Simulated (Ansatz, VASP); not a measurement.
**HfAlB4: VASP beside Ansatz**

```
CELL_PARAMETERS angstrom
3.05178 0.00000 0.00000
-1.52589 2.64292 0.00000
0.00000 0.00000 6.92306
ATOMIC_POSITIONS crystal
Hf 0.00000 0.00000 0.00000
Al 0.00000 0.00000 0.50000
B 0.33333 0.66667 0.26463
B 0.33333 0.66667 0.73537
B 0.66667 0.33333 0.26463
B 0.66667 0.33333 0.73537
```

Alike in both runs: task single point; functional r2SCAN; k mesh 12 × 12 × 6; occupations gaussian, width 0.1 eV; no spin polarisation.

|  | VASP | Ansatz |
| --- | --- | --- |
| version | VASP 6.6.1 | Ansatz 0.2.0 |
| potentials or method | VASP PAW PBE potentials, release 64 (Hf_pv, Al, B), cutoff 520 eV | scalar-relativistic, plane waves, PAW |
| valence electrons in the cell | 25 | 41 |

Ansatz gave:

| Item | Value |
| --- | --- |
| gap on the k mesh at the Fermi level (eV) | none |
| pressure (GPa) | -2.3 |
| traceless stress, the component that is largest in VASP (GPa) | 0.29 |
| rms of the force components (eV/Å) | 0.013 |

Question: Estimate VASP's values.

Answer: gap on the k mesh at the Fermi level (eV): none; pressure (GPa): -2.9; traceless stress, the component that is largest in VASP (GPa): 0.00; rms of the force components (eV/Å): 0.007.

VASP's potentials were made for PBE, not for r2SCAN. Atom by atom the forces differ by 0.005 eV/Å (rms over components). A gap of «none» marks a metal or a gap that the smearing closes. With one functional, cell and mesh, what is left measures potentials, basis and numerics. VASP's potentials hold 25 valence electrons a cell and Ansatz's 41, so a difference there can come from the potentials and not from the codes.

Neither program's run includes spin-orbit coupling.
